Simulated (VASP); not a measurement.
# HgTe (rocksalt type) (Fm-3m) in VASP: further runs

Runs on HgTe (rocksalt type). Level: PBE. Tasks: single point.

Program: VASP 6.6.1. These are calculated values, not measurements. Logs are shortened: lines on timing, memory, paths and dates and some standing lists are left out, and cuts for length are marked.

### 1 The cell of the first run

It takes space group Fm-3m (No. 225, cubic). The conventional cell has a = 5.034 Å, b = 5.034 Å, c = 5.034 Å, α = 90.00°, β = 90.00°, γ = 90.00°. Within 3.3 Å of Hg (site symmetry m-3m) lie 6 Te at 2.52 Å. Within 3.3 Å of Te (site symmetry m-3m) lie 6 Hg at 2.52 Å.

### 2 Single point, PBE (15.95 Å³/atom)

POSCAR reads:

```
HgTe
1.0
    0.0000000000      2.5171448744      2.5171448744
    2.5171448744      0.0000000000      2.5171448744
    2.5171448744      2.5171448744      0.0000000000
Hg Te
1 1
Direct
    0.0000000000      0.0000000000      0.0000000000
    0.5000000000      0.5000000000      0.5000000000
```

INCAR.step1 reads:

```
PREC = Accurate
ENCUT = 520
EDIFF = 1E-6
ISMEAR = -1
SIGMA = 0.1
LREAL = F
LASPH = T
NELM = 80
ALGO = Normal
ISIF = 2
LWAVE = F
LCHARG = T
GGA = PE
NBANDS = 16
```

KPOINTS.step1 reads:

```
Automatic mesh
0
Gamma
  12 12 12
```

INCAR.step2 reads:

```
PREC = Accurate
ENCUT = 520
EDIFF = 1E-6
ISMEAR = -5
SIGMA = 0.1
LREAL = F
LASPH = T
NELM = 80
ALGO = Normal
ISIF = 2
LWAVE = F
LCHARG = F
GGA = PE
LORBIT = 10
NEDOS = 2001
ICHARG = 11
```

KPOINTS.step2 reads:

```
Automatic mesh
0
Gamma
  18 18 18
```

Potentials or basis: VASP PAW PBE potentials, release 64 (Hg, Te).

Launch:

```
> cat potpaw_PBE.64/Hg/POTCAR potpaw_PBE.64/Te/POTCAR > POTCAR
> cp INCAR.step1 INCAR
> cp KPOINTS.step1 KPOINTS
> mpirun -np 1 vasp_std > vasp.out
> cp INCAR.step2 INCAR
> cp KPOINTS.step2 KPOINTS
> mpirun -np 1 vasp_std > vasp.out
```

OUTCAR:

```text
PREC = Accurate
   ENCUT = 520
   EDIFF = 1E-6
   ISMEAR = -5
   LREAL = F
   LASPH = T
   NELM = 80
   ISIF = 2
   GGA = PE
   LORBIT = 10
   ICHARG = 11

 ion  position               nearest neighbor table
   1  0.000  0.000  0.000-   2 2.52   2 2.52   2 2.52   2 2.52   2 2.52   2 2.52
   2  0.500  0.500  0.500-   1 2.52   1 2.52   1 2.52   1 2.52   1 2.52   1 2.52

  LATTYP: Found a face centered cubic cell.
 ALAT       =     5.0342897488

  Lattice vectors:

 A1 = (   0.0000000000,   2.5171448744,   2.5171448744)
 A2 = (   2.5171448744,   0.0000000000,   2.5171448744)
 A3 = (   2.5171448744,   2.5171448744,   0.0000000000)

Analysis of symmetry for initial positions (statically):
=====================================================================
 Subroutine PRICEL returns:
 Original cell was already a primitive cell.

 Routine SETGRP: Setting up the symmetry group for a
 face centered cubic supercell.

 Subroutine GETGRP returns: Found 48 space group operations
 (whereof 48 operations were pure point group operations)
 out of a pool of 48 trial point group operations.

The static configuration has the point symmetry O_h .

Analysis of symmetry for dynamics (positions and initial velocities):
=====================================================================
 Subroutine PRICEL returns:
 Original cell was already a primitive cell.

 Routine SETGRP: Setting up the symmetry group for a
 face centered cubic supercell.

 Subroutine GETGRP returns: Found 48 space group operations
 (whereof 48 operations were pure point group operations)
 out of a pool of 48 trial point group operations.

The dynamic configuration has the point symmetry O_h .

 Subroutine INISYM returns: Found 48 space group operations
 (whereof 48 operations are pure point group operations),
 and found     1 'primitive' translations

----------------------------------------------------------------------------------------

                                     Primitive cell

  volume of cell :      31.8974

  direct lattice vectors                    reciprocal lattice vectors
     0.000000000  2.517144874  2.517144874    -0.198637752  0.198637752  0.198637752
     2.517144874  0.000000000  2.517144874     0.198637752 -0.198637752  0.198637752
     2.517144874  2.517144874  0.000000000     0.198637752  0.198637752 -0.198637752

  length of vectors
     3.559780420  3.559780420  3.559780420     0.344050679  0.344050679  0.344050679

  position of ions in fractional coordinates (direct lattice)
     0.000000000  0.000000000  0.000000000
     0.500000000  0.500000000  0.500000000

  ion indices of the primitive-cell ions
   primitive index   ion index
                 1           1
                 2           2

----------------------------------------------------------------------------------------

 KPOINTS: Automatic mesh

Automatic generation of k-mesh.
 Grid dimensions read from file:
 generate k-points for:   18   18   18

 Generating k-lattice:

  Cartesian coordinates                     Fractional coordinates (reciprocal lattice)
    -0.011035431  0.011035431  0.011035431     0.055555556  0.000000000  0.000000000
     0.011035431 -0.011035431  0.011035431     0.000000000  0.055555556  0.000000000
     0.011035431  0.011035431 -0.011035431     0.000000000  0.000000000  0.055555556

  Length of vectors
     0.019113927  0.019113927  0.019113927

  Shift w.r.t. Gamma in fractional coordinates (k-lattice)
     0.000000000  0.000000000  0.000000000

 TETIRR: Found    806 inequivalent tetrahedra from    34992

 Subroutine IBZKPT returns following result:
 ===========================================

 Found    195 irreducible k-points:

 Following reciprocal coordinates:
            Coordinates               Weight
  0.000000  0.000000  0.000000      1.000000
  0.055556  0.000000  0.000000      8.000000
  0.111111  0.000000  0.000000      8.000000
  0.166667  0.000000  0.000000      8.000000
  0.222222  0.000000  0.000000      8.000000
  0.277778  0.000000  0.000000      8.000000
[... 16 lines left out ...]
 -0.277778  0.055556  0.000000     24.000000
 -0.222222  0.055556  0.000000     24.000000
 [... further k-points ...]
   k-points           NKPTS =    195   k-points in BZ     NKDIM =    195   number of bands    NBANDS=     13
   number of dos      NEDOS =   2001   number of ions     NIONS =      2
   total plane-waves  NPLWV =  21952
   dimension x,y,z NGX =    28 NGY =   28 NGZ =   28
   dimension x,y,z NGXF=    56 NGYF=   56 NGZF=   56
   ions per type =               1   1
   NGX,Y,Z   is equivalent  to a cutoff of  13.08, 13.08, 13.08 a.u.
   NGXF,Y,Z  is equivalent  to a cutoff of  26.15, 26.15, 26.15 a.u.
 SYSTEM =  unknown system
   PREC   = accura    normal or accurate (medium, high low for compatibility)
   ISTART =      0    job   : 0-new  1-cont  2-samecut
   ICHARG =     11    charge: 1-file 2-atom 10-const
   ISPIN  =      1    spin polarized calculation?
   LNONCOLLINEAR =      F non collinear calculations
   LSORBIT =      F    spin-orbit coupling
   LASPH  =      T    aspherical Exc in radial PAW
   ENCUT  =  520.0 eV  38.22 Ry    6.18 a.u.   6.62  6.62  6.62*2*pi/ulx,y,z
   NELM   =     80;   NELMIN=  2; NELMDL=  0     # of ELM steps
   EDIFF  = 0.1E-05   stopping-criterion for ELM
   LREAL  =      F    real-space projection
   EDIFFG = 0.1E-04   stopping-criterion for IOM
   NSW    =      0    number of steps for IOM
   IBRION =     -1    ionic relax: 0-MD 1-quasi-New 2-CG
   NFREE  =      0    steps in history (QN), initial steepest desc. (CG)
   ISIF   =      2    stress and relaxation
   ISYM   =      2    0-nonsym 1-usesym 2-fastsym
   POTIM  = 0.5000    time-step for ionic-motion
   TEBEG  =    0.0;   TEEND  =   0.0 temperature during run
   PSTRESS=    0.0 pullay stress
   NELECT =      18.0000    total number of electrons
   NUPDOWN=      -1.0000    fix difference up-down
   EMIN   =  10.00;   EMAX   =-10.00  energy-range for DOS
   EFERMI =   0.00;   METHOD = LEGACY
   ISMEAR =    -5;   SIGMA  =   0.10  broadening in eV -4-tet -1-fermi 0-gaus
   EFERMI_NEDOS =   21; number of points for ismear=-14 and -15
   IALGO  =     38    algorithm
   IMIX   =      4    mixing-type and parameters
     AMIX     =   0.40;   BMIX     =  1.00
     AMIX_MAG =   1.60;   BMIX_MAG =  1.00
  volume/ion in A,a.u.               =      15.95       107.63
  Fermi-wavevector in a.u.,A,eV,Ry     =   1.352843  2.556503 24.901174  1.830185
  Thomas-Fermi vector in A             =   2.480148
   LORBIT       =     10    0 simple, 1 ext, 2 COOP (PROOUT), +10 PAW based schemes
   GGA     = PE    functional components
   LHFCALC =     F    Hartree Fock is set to
   AEXX    =    0.0000 exact exchange contribution
   IVDW    =     0    specifies the selected vdW correction
   LEPSILON=     F    determine dielectric tensor
   LRPA    =     F    only Hartree local field effects (RPA)
 non-spin polarized calculation
 Fermi weights with tetrahedron method with Bloechl corrections
  energy-cutoff  :      520.00
  volume of cell :       31.90
 maximum number of plane-waves:       889

 number of electron      18.0000002 magnetization

 Free energy of the ion-electron system (eV)
  ---------------------------------------------------
  ext. energy  EPLUGINS =         0.00000000
  ---------------------------------------------------
  free energy    TOTEN  =         2.69153316 eV

  energy without entropy =        2.69153316  energy(sigma->0) =        2.69153316

 E-fermi :  13.4236     XC(G=0): -12.8636

 val. band max:       13.5707549995   @ k =   0.3333   0.0000   0.0000
 cond. band min:      13.3730357318   @ k =   0.3889   0.2222   0.0000
 fundamental gap:     -0.1977192678
 Fermi energy:        13.4236196032

 k-point     1 :       0.0000    0.0000    0.0000
  band No.  band energies     occupation
      1      -4.9724      2.00000
      2       2.9048      2.00000
      3       2.9048      2.00000
      4       2.9048      2.00000
      5       2.9510      2.00000
      6       2.9510      2.00000
      7      11.4573      2.00000
      8      11.4573      2.00000
      9      11.4573      2.00000
     10      16.6964      0.00000
     11      18.5899      0.00000
     12      21.4884      0.00000
     13      21.4884      0.00000

 k-point     2 :       0.0556    0.0000    0.0000
  band No.  band energies     occupation
      1      -4.9122      2.00000
      2       2.8825      2.00000
      3       2.8923      2.00000
      4       2.8923      2.00000
      5       2.9363      2.00000
      6       2.9363      2.00000
      7      11.0549      2.00000
      8      11.5402      2.00000
      9      11.5402      2.00000
     10      17.0548      0.00000
     11      18.5059      0.00000
     12      21.1073      0.00000
     13      21.2717      0.00000

 k-point     3 :       0.1111    0.0000    0.0000
  band No.  band energies     occupation
      1      -4.7323      2.00000
      2       2.7710      2.00000
      3       2.7710      2.00000
      4       2.8144      2.00000
      5       2.9839      2.00000
      6       2.9839      2.00000
      7      10.1036      2.00000
      8      11.7772      2.00000
      9      11.7772      2.00000
     10      17.6611      0.00000
     11      18.4612      0.00000
     12      20.6675      0.00000
     13      20.6837      0.00000

 k-point     4 :       0.1667    0.0000    0.0000
  band No.  band energies     occupation
      1      -4.4352      2.00000
      2       2.5873      2.00000
      3       2.5873      2.00000
      4       2.6956      2.00000
      5       3.0663      2.00000
      6       3.0663      2.00000
      7       8.9497      2.00000
      8      12.1374      2.00000
      9      12.1374      2.00000
     10      17.3782      0.00000
     11      19.2894      0.00000
     12      19.9070      0.00000
     13      19.9072      0.00000

 k-point     5 :       0.2222    0.0000    0.0000
  band No.  band energies     occupation
      1      -4.0258      2.00000
      2       2.3760      2.00000
      3       2.3760      2.00000
      4       2.5136      2.00000
      5       3.1708      2.00000
      6       3.1708      2.00000
      7       7.7814      2.00000
      8      12.5813      2.00000
      9      12.5813      2.00000
     10      16.7572      0.00000
     11      19.0758      0.00000
     12      19.0758      0.00000
     13      19.9860      0.00000
[... 257 lines left out ...]
 k-point    22 :      -0.3333    0.0556    0.0000
  band No.  band energies     occupation
      1      -2.6614      2.00000
      2       1.5854      2.00000
      3       1.8818      2.00000
      4       2.0872      2.00000
      5       3.3943      2.00000
      6       3.4875      2.00000
      7       5.6364      2.00000
      8      12.5767      2.06303
      9      14.3941      0.00000
     10      15.6132      0.00000
     11      16.7930      0.00000
     12      17.6389      0.00000
     13      20.3712      0.00000

 k-point    23 :      -0.2778    0.0556    0.0000
  band No.  band energies     occupation
      1      -3.2805      2.00000
      2       1.9731      2.00000
      3       2.0345      2.00000
      4       2.3000      2.00000
      5       3.2815      2.00000
      6       3.3883      2.00000
      7       6.4557      2.00000
      8      12.1836      2.00575
      9      13.9353     -0.16072
     10      16.1026      0.00000
     11      17.5060      0.00000
     12      18.1064      0.00000
     13      20.5092      0.00000

 k-point    24 :      -0.2222    0.0556    0.0000
  band No.  band energies     occupation
      1      -3.8202      2.00000
      2       2.2238      2.00000
      3       2.2697      2.00000
      4       2.5038      2.00000
      5       3.1667      2.00000
      6       3.2750      2.00000
      7       7.4773      2.00000
      8      11.8173      2.00000
      9      13.3872      1.39183
     10      16.7186      0.00000
     11      18.3621      0.00000
     12      18.5648      0.00000
     13      20.4305      0.00000

 [... further k-points ...]

------------------------ aborting loop because EDIFF is reached ----------------------------------------

  FORCE on cell =-STRESS in cart. coord.  units (eV):
  Direction    XX          YY          ZZ          XY          YZ          ZX
  --------------------------------------------------------------------------------------
  -------------------------------------------------------------------------------------
  Total       27.1467321     27.1467321     27.1467321      0.0000000      0.0000000      0.0000000
  in kB     1363.5576614   1363.5576614   1363.5576614      0.0000000      0.0000000      0.0000000
  external PRESSURE =    1363.5576614 kB  Pullay stress =       0.0000000 kB

 VOLUME and BASIS-vectors are now :
 -----------------------------------------------------------------------------
  energy-cutoff  :      520.00
  volume of cell :       31.90
      direct lattice vectors                 reciprocal lattice vectors
     0.000000000  2.517144874  2.517144874    -0.198637752  0.198637752  0.198637752
     2.517144874  0.000000000  2.517144874     0.198637752 -0.198637752  0.198637752
     2.517144874  2.517144874  0.000000000     0.198637752  0.198637752 -0.198637752

 POSITION                                       TOTAL-FORCE (eV/Angst)
 -----------------------------------------------------------------------------------
      0.00000      0.00000      0.00000         0.000000     -0.000000     -0.000000
      2.51714      2.51714      2.51714        -0.000000      0.000000      0.000000
 -----------------------------------------------------------------------------------
    total drift:                               -0.000000      0.000000      0.000000

  FREE ENERGIE OF THE ION-ELECTRON SYSTEM (eV)
  ---------------------------------------------------
  free  energy   TOTEN  =         2.6915331605 eV

  energy  without entropy=        2.6915331605  energy(sigma->0) =        2.69153316

 total charge

# of ion       s       p       d       tot
------------------------------------------
    1        0.968   0.958   9.445  11.371
    2        1.420   2.230   0.203   3.854
--------------------------------------------------
tot          2.388   3.188   9.649  15.225
```

Run time: 2.2 min. Hardware: 1 thread of Intel Xeon 8259CL, shared host; peak memory 0.23 GiB.

Results:

```
Valence electrons inside the program's atomic spheres : Hg 11.37; Te 3.85
```

Caveat: spin-orbit coupling is left out, which moves the levels of the heavy elements; tetrahedron occupations give inexact forces and stress in metals.

(Part 1 of 2 ends here.)
